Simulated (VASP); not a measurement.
LiF: single point with PBE

The system is LiF, a wire with vacuum.

```
Li F
1.0
    10.60000    0.00000    0.00000
     0.00000    9.30000    0.00000
     0.00000    0.00000    1.93999
Li F
1 1
Direct
  0.42230 0.50000 0.00000
  0.57770 0.50000 0.50000
```

| Quantity | Value |
| --- | --- |
| Program | VASP 6.6.1 |
| Task | single point |
| Functional | PBE |
| Potentials or basis | VASP PAW PBE potentials, release 64 (Li_sv, F) |
| Cutoff | 520 eV |
| k mesh | 1 × 1 × 33 |
| Occupations | gaussian, width 0.05 eV |
| Spin | collinear spin |
| Starting moments | [0.5, 0.5] μB |

The largest force is 2.050 eV/Å. The net moment is 0.30 μB per cell. The site moments are Li +0.04; F -0.03 μB and the valence electrons inside the program's atomic spheres are Li 2.10; F 6.00.

Forces in eV/Å, atoms in the order of the input:
```
Li   2.050  0.000  0.000
F   -2.050  0.000  0.000
```

Levels at points of the mesh, in eV from the Fermi level:
Spin up:
| k point | band 2 | band 3 | band 4 | band 5 | band 6 | band 7 | band 8 | band 9 |
| --- | --- | --- | --- | --- | --- | --- | --- | --- |
| (0.00, 0.00, 0.00) | -23.35 | -4.88 | -4.40 | -1.01 | 0.64 | 1.57 | 3.62 | 4.05 |
Spin down:
```csv
k point,band 2,band 3,band 4,band 5,band 6,band 7,band 8,band 9
"(0.00, 0.00, 0.00)",-23.41,-4.90,-4.42,0.48,0.50,2.32,4.26,5.02
```

Wall time 3.7 min on 1 thread of Oxide Virtual Turin-like Processor (shared host), peak memory 0.32 GiB.

Caveat: a moment this small can come from the mesh or the smearing.
